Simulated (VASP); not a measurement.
# Co (Fm-3m) in VASP: notebook

Runs on Co. Level: PBE+U. Tasks: single point.

Program: VASP 6.6.1. These are calculated values, not measurements. Logs are shortened: lines on timing, memory, paths and dates and some standing lists are left out, and cuts for length are marked.

## (1) The cell of the first run

Symmetry: Fm-3m, No. 225, cubic system. The conventional cell has a = 3.573 Å, b = 3.573 Å, c = 3.573 Å, α = 90.00°, β = 90.00°, γ = 90.00°. Within 3.3 Å of Co (site symmetry m-3m) lie 12 Co at 2.53 Å.

This isn't the form of Co at room conditions, which is hcp.

## (2) Single point, PBE+U, collinear spin, antiferromagnetic start

Input file INCAR:

```
SYSTEM = Co
PREC = Accurate
ENCUT = 520
EDIFF = 1E-6
ISMEAR = -1
SIGMA = 0.1
LREAL = .False.
LASPH = .True.
NELM = 150
ALGO = Normal
ISIF = 2
LWAVE = .False.
LCHARG = .True.
ISPIN = 2
MAGMOM = 3 -3
LORBIT = 11
LMAXMIX = 4
LDAU = .True.
LDAUTYPE = 2
LDAUL = 2
LDAUU = 6.2
LDAUJ = 0
LDAUPRINT = 1
GGA = PE
LELF = .True.
LVHAR = .True.
NBANDS = 20
```

Input file KPOINTS:

```
regular mesh
0
Gamma
  6 12 12
  0 0 0
```

Input file POSCAR:

```
Co
1.0
    0.0000000000      3.5730000000      3.5730000000
    1.7865000000      0.0000000000      1.7865000000
    1.7865000000      1.7865000000      0.0000000000
Co
2
Direct
    0.0000000000      0.0000000000      0.0000000000
    0.5000000000      0.0000000000      0.0000000000
```

Potentials or basis: VASP PAW PBE potentials, release 64 (Co).

The run is started by

```
cat potpaw_PBE.64/Co/POTCAR > POTCAR
mpirun -np 1 vasp_std > vasp.out
```

OUTCAR:

```text
SYSTEM = Co
   PREC = Accurate
   ENCUT = 520
   EDIFF = 1E-6
   ISMEAR = -1
   LREAL = .False.
   LASPH = .True.
   NELM = 150
   ISIF = 2
   ISPIN = 2
   LORBIT = 11
   GGA = PE

 ion  position               nearest neighbor table
   1  0.000  0.000  0.000-   2 2.53   2 2.53   2 2.53   2 2.53   2 2.53   2 2.53
   2  0.500  0.000  0.000-   1 2.53   1 2.53   1 2.53   1 2.53   1 2.53   1 2.53

  LATTYP: Found a trigonal (rhomboedric) cell.
 ALAT       =     4.3760134255
 COS(alpha) =     0.8333333333

  Lattice vectors:

 A1 = (   1.7865000000,  -1.7865000000,  -3.5730000000)
 A2 = (   3.5730000000,  -1.7865000000,  -1.7865000000)
 A3 = (   1.7865000000,  -3.5730000000,  -1.7865000000)

Analysis of symmetry for initial positions (statically):
=====================================================================
 Subroutine PRICEL returns following result:

  LATTYP: Found a face centered cubic cell.
 ALAT       =     3.5730000000
[... 12 lines left out ...]
 Subroutine GETGRP returns: Found 12 space group operations
 (whereof 12 operations were pure point group operations)
 out of a pool of 12 trial point group operations.

The static configuration has the point symmetry D_3d.

Analysis of symmetry for dynamics (positions and initial velocities):
=====================================================================
 Subroutine PRICEL returns following result:

  LATTYP: Found a face centered cubic cell.
 ALAT       =     3.5730000000
[... 12 lines left out ...]
 Subroutine GETGRP returns: Found 12 space group operations
 (whereof 12 operations were pure point group operations)
 out of a pool of 12 trial point group operations.

The dynamic configuration has the point symmetry D_3d.

Analysis of structural, dynamic, and magnetic symmetry:
=====================================================================
 Subroutine PRICEL returns following result:

  LATTYP: Found a face centered cubic cell.
 ALAT       =     3.5730000000
[... 12 lines left out ...]
 Subroutine GETGRP returns: Found 12 space group operations
 (whereof 12 operations were pure point group operations)
 out of a pool of 12 trial point group operations.

The overall configuration has the point symmetry D_3d.

 Subroutine INISYM returns: Found 12 space group operations
 (whereof 12 operations are pure point group operations),
 and found     2 'primitive' translations

----------------------------------------------------------------------------------------

                                     Primitive cell

  volume of cell :      11.4035

  direct lattice vectors                    reciprocal lattice vectors
     0.000000000  1.786500000  1.786500000    -0.279876854  0.279876854  0.279876854
     1.786500000  0.000000000  1.786500000     0.279876854 -0.279876854  0.279876854
     1.786500000  1.786500000  0.000000000     0.279876854  0.279876854 -0.279876854

  length of vectors
     2.526492529  2.526492529  2.526492529     0.484760931  0.484760931  0.484760931

  position of ions in fractional coordinates (direct lattice)
     0.000000000  0.000000000  0.000000000

  ion indices of the primitive-cell ions
   primitive index   ion index
                 1           1

----------------------------------------------------------------------------------------

 KPOINTS: regular mesh

Automatic generation of k-mesh.
 Grid dimensions read from file:
 generate k-points for:    6   12   12

 Generating k-lattice:

  Cartesian coordinates                     Fractional coordinates (reciprocal lattice)
    -0.023323071  0.023323071  0.023323071     0.166666667  0.000000000  0.000000000
     0.023323071 -0.023323071  0.023323071     0.000000000  0.083333333  0.000000000
     0.023323071  0.023323071 -0.023323071     0.000000000  0.000000000  0.083333333

  Length of vectors
     0.040396744  0.040396744  0.040396744

  Shift w.r.t. Gamma in fractional coordinates (k-lattice)
     0.000000000  0.000000000  0.000000000

 -----------------------------------------------------------------------------
|                                                                             |
[... 84 lines left out ...]
   IALGO  =     38    algorithm
   IMIX   =      4    mixing-type and parameters
     AMIX     =   0.40;   BMIX     =  1.00
     AMIX_MAG =   1.60;   BMIX_MAG =  1.00
  volume/ion in A,a.u.               =      11.40        76.95
  Fermi-wavevector in a.u.,A,eV,Ry     =   1.512897  2.858960 31.141788  2.288857
  Thomas-Fermi vector in A             =   2.622760
   LORBIT       =     11    0 simple, 1 ext, 2 COOP (PROOUT), +10 PAW based schemes
 LDA+U is selected, type is set to LDAUTYPE =  2
   angular momentum for each species LDAUL =     2
   U (eV)           for each species LDAUU =   6.2
   J (eV)           for each species LDAUJ =   0.0
   GGA     = PE    functional components
   LHFCALC =     F    Hartree Fock is set to
   AEXX    =    0.0000 exact exchange contribution
   IVDW    =     0    specifies the selected vdW correction
   LEPSILON=     F    determine dielectric tensor
   LRPA    =     F    only Hartree local field effects (RPA)
 spin polarized calculation
  energy-cutoff  :      520.00
  volume of cell :       22.81
 maximum number of plane-waves:       633
 NGX is ok and might be reduce to    40
   NGX = 19   NGY =  9   NGZ =  9

 number of electron      18.0000013 magnetization       0.0000000

atom =   1  type =  1  l = 2

 onsite density matrix

spin component  1

  0.9336  0.0062  0.0089 -0.0062  0.0000
  0.0062  0.9336  0.0045  0.0062 -0.0077
  0.0089  0.0045  0.9396 -0.0045 -0.0000
 -0.0062  0.0062 -0.0045  0.9336 -0.0077
  0.0000 -0.0077 -0.0000 -0.0077  0.9396

spin component  2

  0.6536 -0.1369 -0.3320  0.1369  0.0000
 -0.1369  0.6536 -0.1660 -0.1369  0.2876
 -0.3320 -0.1660  0.4050  0.1660 -0.0000
  0.1369 -0.1369  0.1660  0.6536  0.2876
  0.0000  0.2876 -0.0000  0.2876  0.4050

 occupancies and eigenvectors

  o =  0.0504  v =  0.0000  0.0000  0.0000  0.0000  0.0000 -0.5212 -0.3714 -0.7319  0.1497  0.1798      0.0000  0.0000  0.0000  0.0000  0.0000  0.0000  0.0000  0.0000  0.0000  0.0000
  o =  0.0504  v =  0.0000  0.0000  0.0000  0.0000  0.0000  0.1280 -0.3873  0.1798 -0.5153  0.7319      0.0000  0.0000  0.0000  0.0000  0.0000  0.0000  0.0000  0.0000  0.0000  0.0000
  o =  0.8714  v =  0.0000  0.0000  0.0000  0.0000  0.0000 -0.2214 -0.6079  0.2365 -0.3865 -0.6132      0.0000  0.0000  0.0000  0.0000  0.0000  0.0000  0.0000  0.0000  0.0000  0.0000
  o =  0.8714  v =  0.0000  0.0000  0.0000  0.0000  0.0000  0.5742  0.0953 -0.6132 -0.4788 -0.2365      0.0000  0.0000  0.0000  0.0000  0.0000  0.0000  0.0000  0.0000  0.0000  0.0000
  o =  0.9211  v =  0.5774 -0.5774  0.0000  0.5774 -0.0000  0.0000  0.0000  0.0000  0.0000  0.0000      0.0000  0.0000  0.0000  0.0000  0.0000  0.0000  0.0000  0.0000  0.0000  0.0000
  o =  0.9273  v =  0.0000  0.0000  0.0000  0.0000  0.0000 -0.5774  0.5774  0.0000 -0.5774 -0.0000      0.0000  0.0000  0.0000  0.0000  0.0000  0.0000  0.0000  0.0000  0.0000  0.0000
  o =  0.9288  v = -0.5613 -0.3865  0.6944  0.1748 -0.1512  0.0000  0.0000  0.0000  0.0000  0.0000      0.0000  0.0000  0.0000  0.0000  0.0000  0.0000  0.0000  0.0000  0.0000  0.0000
  o =  0.9288  v = -0.1222  0.4250  0.1512  0.5472  0.6944  0.0000  0.0000  0.0000  0.0000  0.0000      0.0000  0.0000  0.0000  0.0000  0.0000  0.0000  0.0000  0.0000  0.0000  0.0000
  o =  0.9507  v = -0.3056 -0.5800 -0.3705 -0.2744  0.5981  0.0000  0.0000  0.0000  0.0000  0.0000      0.0000  0.0000  0.0000  0.0000  0.0000  0.0000  0.0000  0.0000  0.0000  0.0000
  o =  0.9507  v =  0.4932 -0.0180  0.5981 -0.5113  0.3705  0.0000  0.0000  0.0000  0.0000  0.0000      0.0000  0.0000  0.0000  0.0000  0.0000  0.0000  0.0000  0.0000  0.0000  0.0000

atom =   2  type =  1  l = 2

 onsite density matrix

spin component  1

  0.6536 -0.1369 -0.3320  0.1369  0.0000
 -0.1369  0.6536 -0.1660 -0.1369  0.2876
 -0.3320 -0.1660  0.4050  0.1660  0.0000
  0.1369 -0.1369  0.1660  0.6536  0.2876
  0.0000  0.2876  0.0000  0.2876  0.4050

spin component  2

  0.9336  0.0062  0.0089 -0.0062  0.0000
  0.0062  0.9336  0.0045  0.0062 -0.0077
  0.0089  0.0045  0.9396 -0.0045  0.0000
 -0.0062  0.0062 -0.0045  0.9336 -0.0077
  0.0000 -0.0077  0.0000 -0.0077  0.9396

 occupancies and eigenvectors

  o =  0.0504  v = -0.0315 -0.4797 -0.0442 -0.4482  0.7524  0.0000  0.0000  0.0000  0.0000  0.0000      0.0000  0.0000  0.0000  0.0000  0.0000  0.0000  0.0000  0.0000  0.0000  0.0000
  o =  0.0504  v =  0.5357  0.2406  0.7524 -0.2951  0.0442  0.0000  0.0000  0.0000  0.0000  0.0000      0.0000  0.0000  0.0000  0.0000  0.0000  0.0000  0.0000  0.0000  0.0000  0.0000
  o =  0.8714  v = -0.0022  0.5318  0.0023  0.5340  0.6572  0.0000  0.0000  0.0000  0.0000  0.0000      0.0000  0.0000  0.0000  0.0000  0.0000  0.0000  0.0000  0.0000  0.0000  0.0000
  o =  0.8714  v = -0.6154 -0.3096  0.6572  0.3058 -0.0023  0.0000  0.0000  0.0000  0.0000  0.0000      0.0000  0.0000  0.0000  0.0000  0.0000  0.0000  0.0000  0.0000  0.0000  0.0000
  o =  0.9211  v =  0.0000  0.0000  0.0000  0.0000  0.0000  0.5774 -0.5774  0.0000  0.5774 -0.0000      0.0000  0.0000  0.0000  0.0000  0.0000  0.0000  0.0000  0.0000  0.0000  0.0000
  o =  0.9273  v = -0.5774  0.5774  0.0000 -0.5774 -0.0000  0.0000  0.0000  0.0000  0.0000  0.0000      0.0000  0.0000  0.0000  0.0000  0.0000  0.0000  0.0000  0.0000  0.0000  0.0000
  o =  0.9288  v =  0.0000  0.0000  0.0000  0.0000  0.0000 -0.4201 -0.5494  0.5197 -0.1293 -0.4847      0.0000  0.0000  0.0000  0.0000  0.0000  0.0000  0.0000  0.0000  0.0000  0.0000
  o =  0.9288  v =  0.0000  0.0000  0.0000  0.0000  0.0000 -0.3918  0.1679  0.4847  0.5597  0.5197      0.0000  0.0000  0.0000  0.0000  0.0000  0.0000  0.0000  0.0000  0.0000  0.0000
  o =  0.9507  v =  0.0000  0.0000  0.0000  0.0000  0.0000  0.5649  0.3972  0.6850 -0.1678 -0.1606      0.0000  0.0000  0.0000  0.0000  0.0000  0.0000  0.0000  0.0000  0.0000  0.0000
  o =  0.9507  v =  0.0000  0.0000  0.0000  0.0000  0.0000  0.1324 -0.4230  0.1606 -0.5555  0.6850      0.0000  0.0000  0.0000  0.0000  0.0000  0.0000  0.0000  0.0000  0.0000  0.0000

 number of electron      18.0000013 magnetization      -0.0000000

 Free energy of the ion-electron system (eV)
  ---------------------------------------------------
  ext. energy  EPLUGINS =         0.00000000
  ---------------------------------------------------
  free energy    TOTEN  =        -5.67222319 eV

  energy without entropy =       -5.64207434  energy(sigma->0) =       -5.65714876

 E-fermi :   9.9236     XC(G=0): -12.9665

 val. band max:        9.9206287321   @ k =   0.0000   0.5000   0.2500
 cond. band min:       9.9638350347   @ k =   0.0000   0.5000   0.1667
 fundamental gap:      0.0432063026
 Fermi energy:         9.9235526387

 spin component 1

 k-point     1 :       0.0000    0.0000    0.0000
  band No.  band energies     occupation
      1       1.0158      1.00000
      2       3.4769      1.00000
      3       5.2664      1.00000
      4       5.2665      1.00000
      5       5.6513      1.00000
      6       5.9997      1.00000
[... 1097 lines left out ...]
     19      31.5095      0.00000
     20      34.4272      0.00000

 [... further k-points ...]

------------------------ aborting loop because EDIFF is reached ----------------------------------------

  FORCE on cell =-STRESS in cart. coord.  units (eV):
  Direction    XX          YY          ZZ          XY          YZ          ZX
  --------------------------------------------------------------------------------------
  -------------------------------------------------------------------------------------
  Total        3.3099980      3.3099980      3.3099980     -1.2822167      1.2822167     -1.2822167
  in kB      232.5247931    232.5247931    232.5247931    -90.0747286     90.0747286    -90.0747286
  external PRESSURE =     232.5247931 kB  Pullay stress =       0.0000000 kB

 VOLUME and BASIS-vectors are now :
 -----------------------------------------------------------------------------
  energy-cutoff  :      520.00
  volume of cell :       22.81
      direct lattice vectors                 reciprocal lattice vectors
     0.000000000  3.573000000  3.573000000    -0.139938427  0.139938427  0.139938427
     1.786500000  0.000000000  1.786500000     0.279876854 -0.279876854  0.279876854
     1.786500000  1.786500000  0.000000000     0.279876854  0.279876854 -0.279876854

 POSITION                                       TOTAL-FORCE (eV/Angst)
 -----------------------------------------------------------------------------------
      0.00000      0.00000      0.00000         0.000000      0.000000      0.000000
      0.00000      1.78650      1.78650        -0.000000     -0.000000     -0.000000
 -----------------------------------------------------------------------------------
    total drift:                               -0.000000     -0.000000     -0.000000

  FREE ENERGIE OF THE ION-ELECTRON SYSTEM (eV)
  ---------------------------------------------------
  free  energy   TOTEN  =        -5.6722231889 eV

  energy  without entropy=       -5.6420743393  energy(sigma->0) =       -5.65714876

 total charge

# of ion       s       p       d       tot
------------------------------------------
    1        0.470   0.449   7.421   8.340
    2        0.470   0.449   7.421   8.340
--------------------------------------------------
tot          0.940   0.898  14.842  16.680

 magnetization (x)

# of ion       s       p       d       tot
------------------------------------------
    1        0.018  -0.000   1.906   1.924
    2       -0.018   0.000  -1.906  -1.924
--------------------------------------------------
tot         -0.000   0.000   0.000  -0.000
```

It took 3.3 min on 1 thread of Intel Xeon 8259CL, shared host; peak memory 0.17 GiB.

Results:

- Free energy: -5.6722 eV
- Pressure: 23.3 GPa
- Band gap on the k mesh: zero (filled and empty bands overlap)
- Net moment: 0.00 μB per cell
- Site moments: Co +1.92, -1.92 μB
- Valence electrons inside the program's atomic spheres: Co 8.34

Eigenvalues of the final occupation matrices:
```
    site  spin  trace               eigenvalues
site 1 d     1   4.68  0.92 0.93 0.93 0.95 0.95
site 1 d     2   2.77  0.05 0.05 0.87 0.87 0.93
site 2 d     1   2.77  0.05 0.05 0.87 0.87 0.93
site 2 d     2   4.68  0.92 0.93 0.93 0.95 0.95
```

Caveat: the cell stands under pressure; the antiferromagnetic order is the one typed at the start, and another may lie lower; the U is typed as a test and isn't derived for this compound. The state reached can hang on the start; a lower one may exist.

## (3) Single point, PBE+U, collinear spin, antiferromagnetic start

Input file INCAR:

```
PREC = Accurate ; ENCUT = 520
EDIFF = 1E-7 ; ISMEAR = -1
SIGMA = 0.1 ; LREAL = False
LASPH = True ; NELM = 150
ALGO = Normal ; ISIF = 2
LWAVE = False ; LCHARG = False
ISPIN = 2 ; MAGMOM = 2.08 -2.08
LORBIT = 11 ; LMAXMIX = 4
LDAU = True ; LDAUTYPE = 2
LDAUL = 2 ; LDAUU = 6.2
LDAUJ = 0 ; LDAUPRINT = 1
GGA = PE ; ISYM = 0
NBANDS = 20
```

Input file KPOINTS:

```
Automatic mesh
0
Gamma
  6 12 12
```

POSCAR is that of step 2.

Potentials or basis: VASP PAW PBE potentials, release 64 (Co).

The run is started by

```
cat potpaw_PBE.64/Co/POTCAR > POTCAR
mpirun -np 1 vasp_std > vasp.out
```

Run time: 17 min. Hardware: 1 thread of Intel Xeon 8259CL, shared host; peak memory 0.35 GiB.

The run converged. Its results:

```
Free energy                                           : -5.6723 eV
Pressure                                              : 23.1 GPa
Band gap on the k mesh                                : zero (filled and empty bands overlap)
Net moment                                            : 0.00 μB per cell
Site moments                                          : Co +1.92, -1.92 μB
Valence electrons inside the program's atomic spheres : Co 8.34
```

Stress tensor (GPa, compression positive):
```
23.15 -9.02 -9.01
-9.02 23.15  9.02
-9.01  9.02 23.13
```

Levels at points of the mesh, in eV from the Fermi level:
Spin up:
| k point | band 5 | band 6 | band 7 | band 8 | band 9 | band 10 | band 11 | band 12 | band 13 | band 14 |
| --- | --- | --- | --- | --- | --- | --- | --- | --- | --- | --- |
| (0.00, 0.00, 0.00) | -4.27 | -3.92 | -3.92 | -2.12 | -2.12 | -0.69 | 4.18 | 4.18 | 5.20 | 20.87 |
| (0.50, 0.00, 0.00) | -4.56 | -4.12 | -3.86 | -3.86 | -2.27 | -2.27 | 4.07 | 4.07 | 13.01 | 13.32 |
| (0.00, 0.50, 0.00) | -3.58 | -2.07 | -1.90 | -0.41 | -0.32 | 1.15 | 2.28 | 3.85 | 5.87 | 9.41 |
| (0.00, 0.00, 0.50) | -3.58 | -2.07 | -1.90 | -0.41 | -0.32 | 1.15 | 2.28 | 3.85 | 5.87 | 9.41 |
| (0.00, 0.50, 0.50) | -3.58 | -2.07 | -1.90 | -0.41 | -0.32 | 1.15 | 2.28 | 3.85 | 5.87 | 9.41 |
| (0.50, 0.50, 0.00) | -4.35 | -3.70 | -2.07 | -0.32 | 0.17 | 1.59 | 2.38 | 3.55 | 7.40 | 9.58 |
| (0.50, 0.00, 0.50) | -4.35 | -3.70 | -2.07 | -0.32 | 0.17 | 1.59 | 2.38 | 3.55 | 7.40 | 9.58 |
| (0.50, 0.50, 0.50) | -4.35 | -3.70 | -2.07 | -0.32 | 0.17 | 1.59 | 2.38 | 3.55 | 7.40 | 9.58 |
Spin down:
```csv
k point,band 6,band 7,band 8,band 9,band 10,band 11,band 12,band 13
"(0.00, 0.00, 0.00)",-3.92,-3.92,-2.12,-2.12,-0.69,4.18,4.18,5.20
"(0.50, 0.00, 0.00)",-4.12,-3.86,-3.86,-2.27,-2.27,4.07,4.07,13.01
"(0.00, 0.50, 0.00)",-2.07,-1.90,-0.41,-0.32,1.15,2.28,3.85,5.87
"(0.00, 0.00, 0.50)",-2.07,-1.90,-0.41,-0.32,1.15,2.28,3.85,5.87
"(0.00, 0.50, 0.50)",-2.07,-1.90,-0.41,-0.32,1.15,2.28,3.85,5.87
"(0.50, 0.50, 0.00)",-3.70,-2.07,-0.32,0.17,1.59,2.38,3.55,7.40
"(0.50, 0.00, 0.50)",-3.70,-2.07,-0.32,0.17,1.59,2.38,3.55,7.40
"(0.50, 0.50, 0.50)",-3.70,-2.07,-0.32,0.16,1.59,2.38,3.55,7.40
```

Eigenvalues of the final occupation matrices:
| site | spin | trace | eigenvalues |
| --- | --- | --- | --- |
| site 1 d | 1 | 4.68 | 0.92 0.93 0.93 0.95 0.95 |
| site 1 d | 2 | 2.77 | 0.05 0.05 0.87 0.87 0.93 |
| site 2 d | 1 | 2.77 | 0.05 0.05 0.87 0.87 0.93 |
| site 2 d | 2 | 4.68 | 0.92 0.93 0.93 0.95 0.95 |

Caveat: the cell stands under pressure; the antiferromagnetic order is the one typed at the start, and another may lie lower; the U is typed as a test and isn't derived for this compound. The state reached can hang on the start; a lower one may exist.

The gap in the log of VASP goes by the Fermi energy; the results here count the filled bands.